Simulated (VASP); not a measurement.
# Ti (Pm-3m) in VASP: further runs

Ti is run at these levels: LDA; tasks: single point.

Program: VASP 6.6.1. These are calculated values, not measurements. Logs are shortened: lines on timing, memory, paths and dates and some standing lists are left out, and cuts for length are marked.

### 1 The cell of the first run

Symmetry: Pm-3m, No. 221, cubic system. Conventional cell: a = 2.416 Å, b = 2.416 Å, c = 2.416 Å, α = 90.00°, β = 90.00°, γ = 90.00°. Ti (site symmetry m-3m) has 6 Ti at 2.42 Å within 3.2 Å.

### 2 Single point, LDA (volume scaled by 0.85)

Contents of INCAR:

```
ALGO = Normal ; EDIFF = 1E-6
ENCUT = 520 ; GGA = CA
ISIF = 2 ; ISMEAR = -1
LASPH = True ; LCHARG = False
LREAL = False ; LWAVE = False
NBANDS = 12 ; NELM = 80
PREC = Accurate ; SIGMA = 0.05
```

Contents of KPOINTS:

```
k-points
0
Gamma
  15 15 15
```

Contents of POSCAR:

```
Ti
1.0
    2.4156108659      0.0000000000      0.0000000000
    0.0000000000      2.4156108659      0.0000000000
    0.0000000000      0.0000000000      2.4156108659
Ti
1
Direct
    0.0000000000      0.0000000000      0.0000000000
```

Potentials or basis: VASP PAW LDA potentials, release 64 (Ti_sv).

On the command line:

```console
$ cat potpaw_LDA.64/Ti_sv/POTCAR > POTCAR
$ mpirun -np 1 vasp_std > vasp.out
```

OUTCAR:

```text
EDIFF = 1E-6
   ENCUT = 520
   GGA = CA
   ISIF = 2
   ISMEAR = -1
   LASPH = True
   LREAL = False
   NELM = 80
   PREC = Accurate

 ion  position               nearest neighbor table
   1  0.000  0.000  0.000-

  LATTYP: Found a simple cubic cell.
 ALAT       =     2.4156108659

  Lattice vectors:

 A1 = (   2.4156108659,   0.0000000000,   0.0000000000)
 A2 = (   0.0000000000,   2.4156108659,   0.0000000000)
 A3 = (   0.0000000000,   0.0000000000,   2.4156108659)

Analysis of symmetry for initial positions (statically):
=====================================================================
 Subroutine PRICEL returns:
 Original cell was already a primitive cell.

 Routine SETGRP: Setting up the symmetry group for a
 simple cubic supercell.

 Subroutine GETGRP returns: Found 48 space group operations
 (whereof 48 operations were pure point group operations)
 out of a pool of 48 trial point group operations.

The static configuration has the point symmetry O_h .

Analysis of symmetry for dynamics (positions and initial velocities):
=====================================================================
 Subroutine PRICEL returns:
 Original cell was already a primitive cell.

 Routine SETGRP: Setting up the symmetry group for a
 simple cubic supercell.

 Subroutine GETGRP returns: Found 48 space group operations
 (whereof 48 operations were pure point group operations)
 out of a pool of 48 trial point group operations.

The dynamic configuration has the point symmetry O_h .

 Subroutine INISYM returns: Found 48 space group operations
 (whereof 48 operations are pure point group operations),
 and found     1 'primitive' translations

----------------------------------------------------------------------------------------

                                     Primitive cell

  volume of cell :      14.0955

  direct lattice vectors                    reciprocal lattice vectors
     2.415610866  0.000000000  0.000000000     0.413973962  0.000000000  0.000000000
     0.000000000  2.415610866  0.000000000     0.000000000  0.413973962  0.000000000
     0.000000000  0.000000000  2.415610866     0.000000000  0.000000000  0.413973962

  length of vectors
     2.415610866  2.415610866  2.415610866     0.413973962  0.413973962  0.413973962

  position of ions in fractional coordinates (direct lattice)
     0.000000000  0.000000000  0.000000000

  ion indices of the primitive-cell ions
   primitive index   ion index
                 1           1

----------------------------------------------------------------------------------------

 KPOINTS: k-points

Automatic generation of k-mesh.
 Grid dimensions read from file:
 generate k-points for:   15   15   15

 Generating k-lattice:

  Cartesian coordinates                     Fractional coordinates (reciprocal lattice)
     0.027598264  0.000000000  0.000000000     0.066666667  0.000000000  0.000000000
     0.000000000  0.027598264  0.000000000     0.000000000  0.066666667  0.000000000
     0.000000000  0.000000000  0.027598264     0.000000000  0.000000000  0.066666667

  Length of vectors
     0.027598264  0.027598264  0.027598264

  Shift w.r.t. Gamma in fractional coordinates (k-lattice)
     0.000000000  0.000000000  0.000000000

 Subroutine IBZKPT returns following result:
 ===========================================

 Found    120 irreducible k-points:

 Following reciprocal coordinates:
            Coordinates               Weight
  0.000000  0.000000  0.000000      1.000000
  0.066667  0.000000  0.000000      6.000000
  0.133333  0.000000  0.000000      6.000000
  0.200000  0.000000  0.000000      6.000000
  0.266667  0.000000  0.000000      6.000000
  0.333333  0.000000  0.000000      6.000000
[... 16 lines left out ...]
  0.266667  0.200000  0.000000     24.000000
  0.333333  0.200000  0.000000     24.000000
 [... further k-points ...]
   k-points           NKPTS =    120   k-points in BZ     NKDIM =    120   number of bands    NBANDS=     12
   number of dos      NEDOS =    301   number of ions     NIONS =      1
   total plane-waves  NPLWV =   5832
   dimension x,y,z NGX =    18 NGY =   18 NGZ =   18
   dimension x,y,z NGXF=    36 NGYF=   36 NGZF=   36
   ions per type =               1
   NGX,Y,Z   is equivalent  to a cutoff of  12.39, 12.39, 12.39 a.u.
   NGXF,Y,Z  is equivalent  to a cutoff of  24.78, 24.78, 24.78 a.u.
 SYSTEM =  unknown system
   PREC   = accura    normal or accurate (medium, high low for compatibility)
   ISTART =      0    job   : 0-new  1-cont  2-samecut
   ICHARG =      2    charge: 1-file 2-atom 10-const
   ISPIN  =      1    spin polarized calculation?
   LNONCOLLINEAR =      F non collinear calculations
   LSORBIT =      F    spin-orbit coupling
   LASPH  =      T    aspherical Exc in radial PAW
   ENCUT  =  520.0 eV  38.22 Ry    6.18 a.u.   4.49  4.49  4.49*2*pi/ulx,y,z
   NELM   =     80;   NELMIN=  2; NELMDL= -5     # of ELM steps
   EDIFF  = 0.1E-05   stopping-criterion for ELM
   LREAL  =      F    real-space projection
   EDIFFG = 0.1E-04   stopping-criterion for IOM
   NSW    =      0    number of steps for IOM
   IBRION =     -1    ionic relax: 0-MD 1-quasi-New 2-CG
   NFREE  =      0    steps in history (QN), initial steepest desc. (CG)
   ISIF   =      2    stress and relaxation
   ISYM   =      2    0-nonsym 1-usesym 2-fastsym
   POTIM  = 0.5000    time-step for ionic-motion
   TEBEG  =    0.0;   TEEND  =   0.0 temperature during run
   PSTRESS=    0.0 pullay stress
   NELECT =      12.0000    total number of electrons
   NUPDOWN=      -1.0000    fix difference up-down
   EMIN   =  10.00;   EMAX   =-10.00  energy-range for DOS
   EFERMI =   0.00;   METHOD = LEGACY
   ISMEAR =    -1;   SIGMA  =   0.05  broadening in eV -4-tet -1-fermi 0-gaus
   EFERMI_NEDOS =   21; number of points for ismear=-14 and -15
   IALGO  =     38    algorithm
   IMIX   =      4    mixing-type and parameters
     AMIX     =   0.40;   BMIX     =  1.00
     AMIX_MAG =   1.60;   BMIX_MAG =  1.00
  volume/ion in A,a.u.               =      14.10        95.12
  Fermi-wavevector in a.u.,A,eV,Ry     =   1.551583  2.932066 32.754788  2.407409
  Thomas-Fermi vector in A             =   2.656081
   LORBIT       =      0    0 simple, 1 ext, 2 COOP (PROOUT), +10 PAW based schemes
   GGA     = CA    functional components
   LHFCALC =     F    Hartree Fock is set to
   AEXX    =    0.0000 exact exchange contribution
   IVDW    =     0    specifies the selected vdW correction
   LEPSILON=     F    determine dielectric tensor
   LRPA    =     F    only Hartree local field effects (RPA)
 non-spin polarized calculation
  energy-cutoff  :      520.00
  volume of cell :       14.10
 maximum number of plane-waves:       393
 NGX is ok and might be reduce to    18
   NGX =  9   NGY =  9   NGZ =  9

 number of electron      11.9999997 magnetization

 Free energy of the ion-electron system (eV)
  ---------------------------------------------------
  ext. energy  EPLUGINS =         0.00000000
  ---------------------------------------------------
  free energy    TOTEN  =        -7.63120043 eV

  energy without entropy =       -7.61806799  energy(sigma->0) =       -7.62463421

 E-fermi :  10.2779     XC(G=0): -12.7116

 val. band max:       10.2767679989   @ k =   0.4000   0.1333   0.1333
 cond. band min:      10.2812312118   @ k =   0.2667   0.1333   0.0000
 fundamental gap:      0.0044632128
 Fermi energy:        10.2779103851

 k-point     1 :       0.0000    0.0000    0.0000
  band No.  band energies     occupation
      1     -45.4607      2.00000
      2     -21.0365      2.00000
      3     -21.0365      2.00000
      4     -21.0365      2.00000
      5       4.1977      2.00000
      6       8.3163      2.00000
      7       8.3163      2.00000
      8      15.4547      0.00000
      9      15.4547      0.00000
     10      15.4547      0.00000
     11      29.1074      0.00000
     12      29.1074      0.00000

 k-point     2 :       0.0667    0.0000    0.0000
  band No.  band energies     occupation
      1     -45.4468      2.00000
      2     -21.1239      2.00000
      3     -21.0291      2.00000
      4     -21.0291      2.00000
      5       4.3457      2.00000
      6       8.3550      2.00000
      7       8.4511      2.00000
      8      15.3088      0.00000
      9      15.3088      0.00000
     10      15.4654      0.00000
     11      28.1372      0.00000
     12      29.3466      0.00000

 k-point     3 :       0.1333    0.0000    0.0000
  band No.  band energies     occupation
      1     -45.4074      2.00000
      2     -21.3671      2.00000
      3     -21.0079      2.00000
      4     -21.0079      2.00000
      5       4.7656      2.00000
      6       8.4660      2.00000
      7       8.8393      2.00000
      8      14.9164      0.00000
      9      14.9164      0.00000
     10      15.4957      0.00000
     11      26.2313      0.00000
     12      30.0204      0.00000
[... 286 lines left out ...]
 k-point    23 :       0.2667    0.2000    0.0000
  band No.  band energies     occupation
      1     -45.1716      2.00000
      2     -22.0172      2.00000
      3     -21.5863      2.00000
      4     -20.8832      2.00000
      5       7.0137      2.00000
      6       9.4065      2.00000
      7      10.7668      0.00011
      8      13.0806      0.00000
      9      13.9611      0.00000
     10      14.6512      0.00000
     11      23.4628      0.00000
     12      26.5978      0.00000

 k-point    24 :       0.3333    0.2000    0.0000
  band No.  band energies     occupation
      1     -45.1065      2.00000
      2     -22.3658      2.00000
      3     -21.5421      2.00000
      4     -20.8494      2.00000
      5       7.6042      2.00000
      6       9.4747      2.00000
      7      10.9995      0.00000
      8      13.4087      0.00000
      9      13.5048      0.00000
     10      14.7154      0.00000
     11      21.9434      0.00000
     12      27.2967      0.00000

 [... further k-points ...]
[... 5 lines left out ...]
  --------------------------------------------------------------------------------------
  -------------------------------------------------------------------------------------
  Total        1.7709183      1.7709183      1.7709183     -0.0000000     -0.0000000      0.0000000
  in kB      201.2927695    201.2927695    201.2927695     -0.0000000     -0.0000000      0.0000000
  external PRESSURE =     201.2927695 kB  Pullay stress =       0.0000000 kB

 VOLUME and BASIS-vectors are now :
 -----------------------------------------------------------------------------
  energy-cutoff  :      520.00
  volume of cell :       14.10
      direct lattice vectors                 reciprocal lattice vectors
     2.415610866  0.000000000  0.000000000     0.413973962  0.000000000  0.000000000
     0.000000000  2.415610866  0.000000000     0.000000000  0.413973962  0.000000000
     0.000000000  0.000000000  2.415610866     0.000000000  0.000000000  0.413973962

 POSITION                                       TOTAL-FORCE (eV/Angst)
 -----------------------------------------------------------------------------------
      0.00000      0.00000      0.00000         0.000000      0.000000      0.000000
 -----------------------------------------------------------------------------------
    total drift:                                0.000000      0.000000      0.000000

  FREE ENERGIE OF THE ION-ELECTRON SYSTEM (eV)
  ---------------------------------------------------
  free  energy   TOTEN  =        -7.6312004290 eV

  energy  without entropy=       -7.6180679866  energy(sigma->0) =       -7.62463421
```

Wall time 9.8 s (1 thread of Intel Xeon 6975P-C, shared host); peak memory 0.13 GiB.

Results:

```
Free energy            : -7.6312 eV
Pressure               : 20.1 GPa
Band gap on the k mesh : zero (band 6 reaches 11.09 eV, above the bottom of band 7 at 8.32 eV)
```

Levels at points of the mesh, in eV from the Fermi level:
```tsv
k point	band 3	band 4	band 5	band 6	band 7	band 8	band 9	band 10
(0.00, 0.00, 0.00)	-31.31	-31.31	-6.08	-1.96	-1.96	5.18	5.18	5.18
```

Caveat: the cell differs from its parent crystal (volume scaled by 0.85).

### 3 Single point, LDA (volume scaled by 0.95)

Contents of INCAR:

```
SYSTEM = Ti
PREC = Accurate
ENCUT = 520
EDIFF = 1E-7
ISMEAR = -1
SIGMA = 0.05
LREAL = .FALSE.
LASPH = .TRUE.
NELM = 100
ALGO = Normal
ISIF = 2
LWAVE = .FALSE.
LCHARG = .FALSE.
GGA = CA
NBANDS = 12
```

Contents of KPOINTS:

```
regular mesh
0
G
  15 15 15
  0 0 0
```

Contents of POSCAR:

```
Ti
1.0
    2.5068510740      0.0000000000      0.0000000000
    0.0000000000      2.5068510740      0.0000000000
    0.0000000000      0.0000000000      2.5068510740
Ti
1
Direct
    0.0000000000      0.0000000000      0.0000000000
```

Potentials or basis: VASP PAW LDA potentials, release 64 (Ti_sv).

On the command line:

```console
$ cat potpaw_LDA.64/Ti_sv/POTCAR > POTCAR
$ mpirun -np 1 vasp_std > vasp.out
```

It took 35 s on 1 thread of AMD EPYC 7R43 (Zen 3), shared host; peak memory 0.1 GiB.

Results (log left out):

```
Free energy            : -7.7560 eV
Pressure               : 5.2 GPa
Band gap on the k mesh : zero (band 6 reaches 9.62 eV, above the bottom of band 7 at 7.30 eV)
```

Levels at points of the mesh, in eV from the Fermi level:
```csv
k point,band 4,band 5,band 6,band 7,band 8,band 9
"(0.00, 0.00, 0.00)",-31.60,-5.91,-1.63,-1.63,4.62,4.62
```

Caveat: the cell differs from its parent crystal (volume scaled by 0.95).

### 4 Single point, LDA

This run uses another cell than the first one, of 16.58 Å³/atom, 1.176 times its volume.

Contents of INCAR:

```
ALGO = Normal
EDIFF = 1E-6
ENCUT = 520
GGA = CA
ISIF = 2
ISMEAR = -1
LASPH = True
LCHARG = False
LREAL = False
LWAVE = False
NBANDS = 12
NELM = 80
PREC = Accurate
SIGMA = 0.05
```

Contents of KPOINTS:

```
k-points
0
Gamma
  15 15 15
```

Contents of POSCAR:

```
Ti
1.0
    2.5500811397      0.0000000000      0.0000000000
    0.0000000000      2.5500811397      0.0000000000
    0.0000000000      0.0000000000      2.5500811397
Ti
1
Direct
    0.0000000000      0.0000000000      0.0000000000
```

On the command line:

```console
$ cat potpaw_LDA.64/Ti_sv/POTCAR > POTCAR
$ mpirun -np 1 vasp_std > vasp.out
```

It took 34 s on 1 thread of AMD EPYC 7R43 (Zen 3), shared host; peak memory 0.1 GiB.

It converged, with:

- Free energy: -7.7692 eV
- Pressure: 0.0 GPa
- Band gap on the k mesh: zero (band 6 reaches 9.04 eV, above the bottom of band 7 at 6.86 eV)

Levels at points of the mesh, in eV from the Fermi level:
```
           k point  band 2  band 3  band 4  band 5  band 6  band 7  band 8  band 9  band 10  band 11
(0.00, 0.00, 0.00)  -31.74  -31.74  -31.74   -5.82   -1.50   -1.50    4.37    4.37     4.37    16.85
```

### 5 The runs side by side

```tsv
cell	gap on the mesh (eV)	pressure (GPa)
a = 2.416 Å, 1 atom	none	20.1
a = 2.507 Å, 1 atom	none	5.2
a = 2.550 Å, 1 atom	none	0.0
```

Alike in all rows: task single point; level LDA; potentials or basis VASP PAW LDA potentials, release 64 (Ti_sv); no spin polarisation; k mesh 15 × 15 × 15; cutoff (eV) 520; smearing fermi-dirac 0.05 eV.

Absolute energies hang on the potentials; compare differences alone.
